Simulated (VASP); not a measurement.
# SnTe (Fm-3m) in VASP: single point with HSE06

Aim: the single point of SnTe with HSE06.

All numbers are computed with VASP 6.6.1; they aren't measurements. Logs are shortened: lines on timing, memory, paths and dates and some standing lists are left out, and cuts for length are marked.

## (1) The cell of the first run

Symmetry: Fm-3m, No. 225, cubic system. Conventional cell: a = 6.219 Å, b = 6.219 Å, c = 6.219 Å, α = 90.00°, β = 90.00°, γ = 90.00°. Within 4.1 Å of Sn (site symmetry m-3m) lie 6 Te at 3.11 Å. Within 4.1 Å of Te (site symmetry m-3m) lie 6 Sn at 3.11 Å.

## (2) Single point, HSE06 (strain -2.5%)

POSCAR

```
SnTe
1.0
    0.0000000000      3.1095970760      3.1095970760
    3.1095970760      0.0000000000      3.1095970760
    3.1095970760      3.1095970760      0.0000000000
Sn Te
1 1
Direct
    0.0000000000      0.0000000000      0.0000000000
    0.5000000000      0.5000000000      0.5000000000
```

INCAR.step1

```
SYSTEM = SnTe
ALGO     = Normal         ! electronic algorithm
EDIFF    = 1E-5           ! SCF threshold, eV
ENCUT    = 520            ! plane-wave cutoff, eV
GGA      = PE             ! functional
ISIF     = 2              ! what is computed and relaxed
ISMEAR   = -1             ! smearing method
LASPH    = .True.         ! aspherical terms in the spheres
LCHARG   = .False.        ! write CHGCAR
LREAL    = .False.        ! projectors in reciprocal space
LWAVE    = .True.         ! write WAVECAR
NBANDS   = 17             ! bands
NELM     = 80             ! most SCF steps
PREC     = Accurate       ! precision mode
SIGMA    = 0.02           ! smearing width, eV
```

INCAR.step2

```
SYSTEM = SnTe
ALGO     = Normal         ! electronic algorithm
EDIFF    = 1E-6           ! SCF threshold, eV
ENCUT    = 520            ! plane-wave cutoff, eV
GGA      = PE             ! functional
HFSCREEN = 0.2079         ! screening, 1/A
ISIF     = 2              ! what is computed and relaxed
ISMEAR   = -1             ! smearing method
ISTART   = 1            
LASPH    = .True.         ! aspherical terms in the spheres
LCHARG   = .False.        ! write CHGCAR
LHFCALC  = .True.         ! exact exchange
LREAL    = .False.        ! projectors in reciprocal space
LWAVE    = .False.        ! write WAVECAR
NBANDS   = 17             ! bands
NELM     = 80             ! most SCF steps
PREC     = Accurate       ! precision mode
PRECFOCK = Normal       
SIGMA    = 0.02           ! smearing width, eV
```

KPOINTS

```
k-points
0
Gamma
  6 6 6
  0 0 0
```

Potentials or basis: VASP PAW PBE potentials, release 64 (Sn_d, Te).

Command:

```
> cat potpaw_PBE.64/Sn_d/POTCAR potpaw_PBE.64/Te/POTCAR > POTCAR
> cp INCAR.step1 INCAR
> mpirun -np 1 vasp_std > vasp.out
> cp INCAR.step2 INCAR
> mpirun -np 1 vasp_std > vasp.out
```

OUTCAR:

```text
SYSTEM = SnTe
   EDIFF = 1E-6
   ENCUT = 520
   GGA = PE
   HFSCREEN = 0.2079
   ISIF = 2
   ISMEAR = -1
   ISTART = 1
   LASPH = .True.
   LHFCALC = .True.
   LREAL = .False.
   NELM = 80
   PREC = Accurate
   PRECFOCK = Normal

 ion  position               nearest neighbor table
   1  0.000  0.000  0.000-   2 3.11   2 3.11   2 3.11   2 3.11   2 3.11   2 3.11
   2  0.500  0.500  0.500-   1 3.11   1 3.11   1 3.11   1 3.11   1 3.11   1 3.11

  LATTYP: Found a face centered cubic cell.
 ALAT       =     6.2191941520

  Lattice vectors:

 A1 = (   0.0000000000,   3.1095970760,   3.1095970760)
 A2 = (   3.1095970760,   0.0000000000,   3.1095970760)
 A3 = (   3.1095970760,   3.1095970760,   0.0000000000)

Analysis of symmetry for initial positions (statically):
=====================================================================
 Subroutine PRICEL returns:
 Original cell was already a primitive cell.

 Routine SETGRP: Setting up the symmetry group for a
 face centered cubic supercell.

 Subroutine GETGRP returns: Found 48 space group operations
 (whereof 48 operations were pure point group operations)
 out of a pool of 48 trial point group operations.

The static configuration has the point symmetry O_h .

Analysis of symmetry for dynamics (positions and initial velocities):
=====================================================================
 Subroutine PRICEL returns:
 Original cell was already a primitive cell.

 Routine SETGRP: Setting up the symmetry group for a
 face centered cubic supercell.

 Subroutine GETGRP returns: Found 48 space group operations
 (whereof 48 operations were pure point group operations)
 out of a pool of 48 trial point group operations.

The dynamic configuration has the point symmetry O_h .

 Subroutine INISYM returns: Found 48 space group operations
 (whereof 48 operations are pure point group operations),
 and found     1 'primitive' translations

----------------------------------------------------------------------------------------

                                     Primitive cell

  volume of cell :      60.1371

  direct lattice vectors                    reciprocal lattice vectors
     0.000000000  3.109597076  3.109597076    -0.160792536  0.160792536  0.160792536
     3.109597076  0.000000000  3.109597076     0.160792536 -0.160792536  0.160792536
     3.109597076  3.109597076  0.000000000     0.160792536  0.160792536 -0.160792536

  length of vectors
     4.397634358  4.397634358  4.397634358     0.278500842  0.278500842  0.278500842

  position of ions in fractional coordinates (direct lattice)
     0.000000000  0.000000000  0.000000000
     0.500000000  0.500000000  0.500000000

  ion indices of the primitive-cell ions
   primitive index   ion index
                 1           1
                 2           2

----------------------------------------------------------------------------------------

 KPOINTS: k-points

Automatic generation of k-mesh.
 Grid dimensions read from file:
 generate k-points for:    6    6    6

 Generating k-lattice:

  Cartesian coordinates                     Fractional coordinates (reciprocal lattice)
    -0.026798756  0.026798756  0.026798756     0.166666667  0.000000000  0.000000000
     0.026798756 -0.026798756  0.026798756     0.000000000  0.166666667  0.000000000
     0.026798756  0.026798756 -0.026798756     0.000000000  0.000000000  0.166666667

  Length of vectors
     0.046416807  0.046416807  0.046416807

  Shift w.r.t. Gamma in fractional coordinates (k-lattice)
     0.000000000  0.000000000  0.000000000

 Subroutine IBZKPT returns following result:
 ===========================================

 Found     16 irreducible k-points:

 Following reciprocal coordinates:
            Coordinates               Weight
  0.000000  0.000000  0.000000      1.000000
  0.166667  0.000000  0.000000      8.000000
  0.333333  0.000000  0.000000      8.000000
  0.500000  0.000000  0.000000      4.000000
  0.166667  0.166667  0.000000      6.000000
  0.333333  0.166667  0.000000     24.000000
[... 8 lines left out ...]
 -0.333333  0.333333  0.166667     24.000000
 -0.333333  0.500000  0.166667     12.000000
   k-points           NKPTS =     16   k-points in BZ     NKDIM =    216   number of bands    NBANDS=     17
   number of dos      NEDOS =    301   number of ions     NIONS =      2
   total plane-waves  NPLWV =  46656
   dimension x,y,z NGX =    36 NGY =   36 NGZ =   36
   dimension x,y,z NGXF=    72 NGYF=   72 NGZF=   72
   ions per type =               1   1
   NGX,Y,Z   is equivalent  to a cutoff of  13.61, 13.61, 13.61 a.u.
   NGXF,Y,Z  is equivalent  to a cutoff of  27.22, 27.22, 27.22 a.u.
 SYSTEM =  SnTe
   PREC   = accura    normal or accurate (medium, high low for compatibility)
   ISTART =      1    job   : 0-new  1-cont  2-samecut
   ICHARG =      0    charge: 1-file 2-atom 10-const
   ISPIN  =      1    spin polarized calculation?
   LNONCOLLINEAR =      F non collinear calculations
   LSORBIT =      F    spin-orbit coupling
   LASPH  =      T    aspherical Exc in radial PAW
   ENCUT  =  520.0 eV  38.22 Ry    6.18 a.u.   8.18  8.18  8.18*2*pi/ulx,y,z
   NELM   =     80;   NELMIN=  2; NELMDL=  0     # of ELM steps
   EDIFF  = 0.1E-05   stopping-criterion for ELM
   LREAL  =      F    real-space projection
   EDIFFG = 0.1E-04   stopping-criterion for IOM
   NSW    =      0    number of steps for IOM
   IBRION =     -1    ionic relax: 0-MD 1-quasi-New 2-CG
   NFREE  =      0    steps in history (QN), initial steepest desc. (CG)
   ISIF   =      2    stress and relaxation
   ISYM   =      3    0-nonsym 1-usesym 2-fastsym
   POTIM  = 0.5000    time-step for ionic-motion
   TEBEG  =    0.0;   TEEND  =   0.0 temperature during run
   PSTRESS=    0.0 pullay stress
   NELECT =      20.0000    total number of electrons
   NUPDOWN=      -1.0000    fix difference up-down
   EMIN   =  10.00;   EMAX   =-10.00  energy-range for DOS
   EFERMI =   0.00;   METHOD = LEGACY
   ISMEAR =    -1;   SIGMA  =   0.02  broadening in eV -4-tet -1-fermi 0-gaus
   EFERMI_NEDOS =   21; number of points for ismear=-14 and -15
   IALGO  =     38    algorithm
   IMIX   =      1    mixing-type and parameters
     AMIX     =   0.40;   BMIX     =  1.00
     AMIX_MAG =   1.60;   BMIX_MAG =  1.00
  volume/ion in A,a.u.               =      30.07       202.91
  Fermi-wavevector in a.u.,A,eV,Ry     =   1.134238  2.143398 17.503827  1.286495
  Thomas-Fermi vector in A             =   2.270941
   LORBIT       =      0    0 simple, 1 ext, 2 COOP (PROOUT), +10 PAW based schemes
   GGA     = PE    functional components
   LHFCALC =     T    Hartree Fock is set to
   PRECFOCK=normal    Normal, Fast or Accurate (Low or Medium for compatibility)
   ENCUT4O =  -1.0   cutoff for four orbital integrals eV
   NKREDX  =     1    reduce k-point grid by
   NKREDY  =     1    reduce k-point grid by
   NKREDZ  =     1    reduce k-point grid by
   AEXX    =    0.2500 exact exchange contribution
   HFSCREEN=    0.2079 screening length (either q_TF or 0.3 A-1)
   HFSCREENC=   0.2079 screening length for correlation (either q_TF or 0.3 A-1)
   ENCUTFOCK=  -1.0 apply spherical cutoff to Coloumb kernel
   IVDW    =     0    specifies the selected vdW correction
   LEPSILON=     F    determine dielectric tensor
   LRPA    =     F    only Hartree local field effects (RPA)
 non-spin polarized calculation
  energy-cutoff  :      520.00
  volume of cell :       60.14
 maximum number of plane-waves:      1639
 NGX is ok and might be reduce to    36
  NGX = 28; NGY = 28; NGZ = 28

 number of electron      19.9999997 magnetization

 Free energy of the ion-electron system (eV)
  ---------------------------------------------------
  ext. energy  EPLUGINS =         0.00000000
  ---------------------------------------------------
  free energy    TOTEN  =        -8.99430469 eV

  energy without entropy =       -8.99401730  energy(sigma->0) =       -8.99416099

 E-fermi :   7.5482     XC(G=0):  -8.0612

 val. band max:        7.4887037444   @ k =   0.5000   0.0000   0.0000
 cond. band min:       7.6077928242   @ k =   0.5000   0.0000   0.0000
 fundamental gap:      0.1190890798
 Fermi energy:         7.5482479082

 k-point     1 :       0.0000    0.0000    0.0000
  band No.  band energies     occupation
      1     -16.9677      2.00000
      2     -16.9677      2.00000
      3     -16.9520      2.00000
      4     -16.9520      2.00000
      5     -16.9520      2.00000
      6      -7.2277      2.00000
[... 9 lines left out ...]
     16      12.4422      0.00000
     17      14.5740      0.00000

 k-point     2 :       0.1667    0.0000    0.0000
  band No.  band energies     occupation
      1     -16.9693      2.00000
      2     -16.9693      2.00000
      3     -16.9516      2.00000
      4     -16.9502      2.00000
      5     -16.9502      2.00000
      6      -6.9531      2.00000
[... 9 lines left out ...]
     16      13.0662      0.00000
     17      16.5330      0.00000

 k-point     3 :       0.3333    0.0000    0.0000
  band No.  band energies     occupation
      1     -16.9732      2.00000
      2     -16.9732      2.00000
      3     -16.9508      2.00000
      4     -16.9462      2.00000
      5     -16.9462      2.00000
      6      -6.2260      2.00000
[... 9 lines left out ...]
     16      14.7402      0.00000
     17      19.1183      0.00000

 k-point     4 :       0.5000    0.0000    0.0000
  band No.  band energies     occupation
      1     -16.9752      2.00000
      2     -16.9752      2.00000
      3     -16.9505      2.00000
      4     -16.9441      2.00000
      5     -16.9441      2.00000
      6      -5.6635      2.00000
[... 9 lines left out ...]
     16      16.9218      0.00000
     17      16.9532      0.00000

 k-point     5 :       0.1667    0.1667    0.0000
  band No.  band energies     occupation
      1     -16.9733      2.00000
      2     -16.9663      2.00000
      3     -16.9532      2.00000
      4     -16.9489      2.00000
      5     -16.9489      2.00000
      6      -6.8626      2.00000
[... 9 lines left out ...]
     16      14.0609      0.00000
     17      15.0889      0.00000

 k-point     6 :       0.3333    0.1667    0.0000
  band No.  band energies     occupation
      1     -16.9779      2.00000
      2     -16.9676      2.00000
      3     -16.9527      2.00000
      4     -16.9461      2.00000
      5     -16.9452      2.00000
      6      -6.2853      2.00000
[... 9 lines left out ...]
     16      15.6683      0.00000
     17      17.2611      0.00000
[... 121 lines left out ...]
 k-point    13 :       0.5000    0.5000    0.0000
  band No.  band energies     occupation
      1     -16.9914      2.00000
      2     -16.9621      2.00000
      3     -16.9567      2.00000
      4     -16.9390      2.00000
      5     -16.9390      2.00000
      6      -5.2759      2.00000
[... 9 lines left out ...]
     16      18.8398      0.00000
     17      19.3337      0.00000

 k-point    14 :       0.5000    0.3333    0.1667
  band No.  band energies     occupation
      1     -16.9814      2.00000
      2     -16.9686      2.00000
      3     -16.9518      2.00000
      4     -16.9445      2.00000
      5     -16.9426      2.00000
      6      -5.6968      2.00000
[... 9 lines left out ...]
     16      16.4126      0.00000
     17      17.1606      0.00000

 k-point    15 :      -0.3333    0.3333    0.1667
  band No.  band energies     occupation
      1     -16.9818      2.00000
      2     -16.9704      2.00000
      3     -16.9484      2.00000
      4     -16.9472      2.00000
      5     -16.9408      2.00000
      6      -5.3030      2.00000
[... 9 lines left out ...]
     16      18.0377      0.00000
     17      18.1542      0.00000

 k-point    16 :      -0.3333    0.5000    0.1667
  band No.  band energies     occupation
      1     -16.9864      2.00000
      2     -16.9668      2.00000
      3     -16.9525      2.00000
      4     -16.9436      2.00000
      5     -16.9390      2.00000
      6      -5.1930      2.00000
[... 9 lines left out ...]
     16      18.3076      0.00000
     17      19.4678      0.00000

------------------------ aborting loop because EDIFF is reached ----------------------------------------

  FORCE on cell =-STRESS in cart. coord.  units (eV):
  Direction    XX          YY          ZZ          XY          YZ          ZX
  --------------------------------------------------------------------------------------
  -------------------------------------------------------------------------------------
  Total        1.1356190      1.1356190      1.1356190      0.0000000     -0.0000000      0.0000000
  in kB       30.2552581     30.2552581     30.2552581      0.0000000     -0.0000000      0.0000000
  external PRESSURE =      30.2552581 kB  Pullay stress =       0.0000000 kB

 VOLUME and BASIS-vectors are now :
 -----------------------------------------------------------------------------
  energy-cutoff  :      520.00
  volume of cell :       60.14
      direct lattice vectors                 reciprocal lattice vectors
     0.000000000  3.109597076  3.109597076    -0.160792536  0.160792536  0.160792536
     3.109597076  0.000000000  3.109597076     0.160792536 -0.160792536  0.160792536
     3.109597076  3.109597076  0.000000000     0.160792536  0.160792536 -0.160792536

 POSITION                                       TOTAL-FORCE (eV/Angst)
 -----------------------------------------------------------------------------------
      0.00000      0.00000      0.00000        -0.000000      0.000000      0.000000
      3.10960      3.10960      3.10960         0.000000     -0.000000     -0.000000
 -----------------------------------------------------------------------------------
    total drift:                                0.000000      0.000001     -0.000002

  FREE ENERGIE OF THE ION-ELECTRON SYSTEM (eV)
  ---------------------------------------------------
  free  energy   TOTEN  =        -8.9943046869 eV

  energy  without entropy=       -8.9940173025  energy(sigma->0) =       -8.99416099
```

Run time: 2.7 h. Hardware: 1 thread of Oxide Virtual Turin-like, shared host; peak memory 0.3 GiB.

Results:

```
Free energy            : -8.9943 eV
Pressure               : 3.0 GPa
Band gap on the k mesh : 0.12 eV
```

Levels at points of the mesh, in eV from the valence-band top:
```tsv
k point	band 6	band 7	band 8	band 9	band 10	band 11	band 12	band 13	band 14	band 15
(0.00, 0.00, 0.00)	-14.72	-5.02	-2.79	-2.79	-2.79	3.85	3.85	3.85	4.95	4.95
(0.50, 0.00, 0.00)	-13.15	-9.73	-2.43	-2.43	0.00	0.12	0.34	0.34	8.40	9.43
(0.50, 0.50, 0.00)	-12.76	-7.31	-6.81	-4.66	-4.66	2.12	5.69	5.69	7.38	9.63
```

Caveat: the cell differs from its parent crystal (strain -2.5%); the cell stands under pressure; the PAW data sets were made with another functional, which shifts forces and pressure a little; spin-orbit coupling is left out, which moves the levels of the heavy elements. A k mesh can miss the band edges.
